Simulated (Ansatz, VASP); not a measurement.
## Two plane-wave programs on Ta3N

File INCAR:

```
PREC = Accurate
ENCUT = 520
EDIFF = 1E-6
ISMEAR = 0
SIGMA = 0.15
LREAL = F
LASPH = T
NELM = 60
ALGO = Fast
ISIF = 2
LWAVE = F
LCHARG = T
GGA = PS
LELF = T
LVHAR = T
NBANDS = 27
```

The input KPOINTS:

```
Automatic mesh
0
Gamma
  18 18 8
```

File POSCAR:

```
Ta3N
1.0
    3.0005045844      0.0000000000      0.0000000000
   -1.5002522922      2.5985131942      0.0000000000
    0.0000000000      0.0000000000      7.4499251172
Ta N
3 1
Direct
    0.1301028757      0.0952419152      0.5000000000
    0.2705257310      0.6206883107      0.1725859884
    0.6038590643      0.2873549773      0.8274140116
   -0.0579734826     -0.0424395348      0.0000000000
```

Input for Ansatz:

```yaml
crystal:
  lattice:
    - [3.0005045844, 0.0, 0.0]
    - [-1.5002522922, 2.5985131942, 0.0]
    - [0.0, 0.0, 7.4499251172]
  atoms:
    - { symbol: Ta, position: [0.1301028757, 0.0952419152, 0.5] }
    - { symbol: Ta, position: [0.270525731, 0.6206883107, 0.1725859884] }
    - { symbol: Ta, position: [0.6038590643, 0.2873549773, 0.8274140116] }
    - { symbol: "N", position: [-0.0579734826, -0.0424395348, 0.0] }
basis:
  ecutwfc: 420
kpoints:
  mp_grid: { grid: [18, 18, 8] }
hamiltonian:
  xc: pbesol
scf:
  occupations: { method: gaussian, width: 0.15 }
output:
  forces: true
  stress: true
  eigenvalues: true
  write_density: true
  write_potential: true
  elf: true
  volumetric_format: npy
```

Change from the starting cell: mode 4 (39.6 1/cm) frozen in, largest displacement +0.350 Å.

Alike in both runs: task single point; functional PBEsol; k mesh 18 × 18 × 8; occupations gaussian, width 0.15 eV; no spin polarisation.

|  | VASP | Ansatz |
| --- | --- | --- |
| version | VASP 6.6.1 | Ansatz 0.2.0 |
| potentials or method | VASP PAW PBE potentials, release 64 (Ta_pv, N), cutoff 520 eV | scalar-relativistic, plane waves, PAW |
| valence electrons in the cell | 38 | 44 |

VASP gave:

```
gap on the k mesh at the Fermi level (eV)                     : none
pressure (GPa)                                                : 1.5
traceless stress, the component that is largest in VASP (GPa) : 6.24
rms of the force components (eV/Å)                            : 0.239
```

Problem. Which values does Ansatz return?

Solution. gap on the k mesh at the Fermi level (eV): none; pressure (GPa): 1.0; traceless stress, the component that is largest in VASP (GPa): 6.24; rms of the force components (eV/Å): 0.228.

VASP's potentials were made for PBE, not for PBEsol. Atom by atom the forces differ by 0.023 eV/Å (rms over components). A gap of «none» marks a metal or a gap that the smearing closes. VASP's potentials hold 38 valence electrons a cell and Ansatz's 44, so a difference there can come from the potentials and not from the codes.

Spin-orbit coupling is off throughout.
